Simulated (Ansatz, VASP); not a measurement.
Au in VASP and in Ansatz

The input INCAR:

```
SYSTEM = Au
PREC = Accurate ; ENCUT = 520
EDIFF = 1E-8 ; ISMEAR = -1
SIGMA = 0.03 ; LREAL = .FALSE.
LASPH = .TRUE. ; NELM = 100
ALGO = Normal ; ISIF = 2
LWAVE = .FALSE. ; LCHARG = .FALSE.
GGA = PE ; LEFG = .TRUE.
NBANDS = 12
```

Contents of KPOINTS:

```
Automatic mesh
0
G
  14 14 14
  0 0 0
```

File POSCAR:

```
Au
1.0
    0.0000000000      2.0782666848      2.0782666848
    2.0782666848      0.0000000000      2.0782666848
    2.0782666848      2.0782666848      0.0000000000
Au
1
Direct
    0.0000000000      0.0000000000      0.0000000000
```

Input for Ansatz:

```yaml
crystal:
  lattice:
    - [0.0, 2.0782666848, 2.0782666848]
    - [2.0782666848, 0.0, 2.0782666848]
    - [2.0782666848, 2.0782666848, 0.0]
  atoms:
    - { symbol: Au, position: [0.0, 0.0, 0.0] }
kpoints:
  mp_grid: { grid: [14, 14, 14] }
  band_path:
    path:
      - [0.0, 0.0, 0.0]
      - [0.5, 0.0, 0.5]
      - [0.625, 0.25, 0.625]
      - [0.375, 0.375, 0.75]
      - [0.0, 0.0, 0.0]
      - [0.5, 0.5, 0.5]
      - [0.5, 0.25, 0.75]
      - [0.5, 0.0, 0.5]
    npoints: 8
scf:
  occupations: { method: fermi_dirac, width: 0.03 }
hamiltonian:
  xc: pbe
  pseudopotentials: { kind: paw }
output:
  forces: true
  stress: true
  eigenvalues: true
  efg: { contact_densities: true }
  populations: true
  bader: true
  dos: { projected: true, de: 0.2, e_range: [-14, 8] }
  write_density: true
  write_potential: true
  elf: true
  volumetric_format: npy
```

Alike in both runs: task electric field gradients; functional PBE; k mesh 14 × 14 × 14; occupations fermi-dirac, width 0.03 eV; no spin polarisation.

|  | VASP | Ansatz |
| --- | --- | --- |
| version | VASP 6.6.1 | Ansatz 0.2.0 |
| potentials or method | VASP PAW PBE potentials, release 64 (Au) | PAW with Ansatz's default frozen-core files, scalar-relativistic |
| plane-wave cutoff (eV) | 520 | 420 |
| valence electrons in the cell | 11 | 19 |

Ansatz gave:

| Item | Value |
| --- | --- |
| pressure (GPa) | 0.0 |

Q: Which values does VASP return?

A: Pressure (GPa): -0.2.

The functional is the same, so the differences come from potentials, cutoffs and numerics. VASP's potentials hold 11 valence electrons a cell and Ansatz's 19, so a difference there can come from the potentials and not from the codes.

Neither program's run includes spin-orbit coupling.
